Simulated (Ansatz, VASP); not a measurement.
Ir: VASP beside Ansatz

```
CELL_PARAMETERS angstrom
0.00000 1.92696 1.92696
1.92696 0.00000 1.92696
1.92696 1.92696 0.00000
ATOMIC_POSITIONS crystal
Ir 0.00000 0.00000 0.00000
```

Alike in both runs: task relaxation of cell and atoms; functional r2SCAN; k mesh 18 × 18 × 18; occupations gaussian, width 0.1 eV; no spin polarisation.

|  | VASP | Ansatz |
| --- | --- | --- |
| version | VASP 6.6.1 | Ansatz 0.2.0 |
| potentials or method | VASP PAW PBE potentials, release 64 (Ir), cutoff 600 eV | scalar-relativistic, plane waves, PAW |
| valence electrons in the cell | 9 | 17 |

|  | VASP | Ansatz | Ansatz less VASP |
| --- | --- | --- | --- |
| gap on the k mesh at the Fermi level, each at its own relaxed structure (eV) | none | none | - |
| relaxed volume (Å³/atom) | 14.29 | 14.20 | -0.093 |
| relaxed cell length with the largest relative difference (Å) | 2.724 | 2.718 | -0.0059 |

VASP's potentials were made for PBE, not for r2SCAN. A gap of «none» marks a metal or a gap that the smearing closes. VASP's potentials hold 9 valence electrons a cell and Ansatz's 17, so a difference there can come from the potentials and not from the codes.

Spin-orbit coupling is off throughout.
